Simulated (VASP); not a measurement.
Here is a VASP 6.6.1 calculation.

Contents of INCAR:

```
SYSTEM = Al4NiPd3
  PREC = Accurate
  ENCUT = 520
  EDIFF = 1E-7
  ISMEAR = 0
  SIGMA = 0.1
  LREAL = .FALSE.
  LASPH = .TRUE.
  NELM = 80
  ALGO = Normal
  ISIF = 2
  LWAVE = .FALSE.
  LCHARG = .FALSE.
  GGA = PE
  NBANDS = 36
```

File KPOINTS:

```
regular mesh
0
G
  4 4 6
  0 0 0
```

Contents of POSCAR:

```
Al4NiPd3
1.0
    6.0732821000      0.0000000000      0.0000000000
    0.0000000000      6.0732821000      0.0000000000
    0.0000000000      0.0000000000      3.0303460000
Al Ni Pd
4 1 3
Direct
    0.2601910000      0.7398090000      0.0000000000
    0.2601910000      0.2601910000      0.0000000000
    0.7398090000      0.7398090000      0.0000000000
    0.7398090000      0.2601910000      0.0000000000
    0.5000000000      0.5000000000      0.5000000000
    0.5000000000      0.0000000000      0.5000000000
    0.0000000000      0.0000000000      0.5000000000
    0.0000000000      0.5000000000      0.5000000000
```

Potentials or basis: VASP PAW PBE potentials, release 64 (Al, Ni, Pd).

Run with:

```sh
$ cat potpaw_PBE.64/Al/POTCAR potpaw_PBE.64/Ni/POTCAR potpaw_PBE.64/Pd/POTCAR > POTCAR
$ mpirun -np 1 vasp_std > vasp.out
```

(1) Estimate the pressure.

(2) What does it give for the largest force?

(3) What does it give for the band gap on the k mesh?

Answers

(1) 0.1 GPa.

(2) 0.076 eV/Å.

(3) zero (band 26 reaches 11.90 eV, above the bottom of band 27 at 9.35 eV).
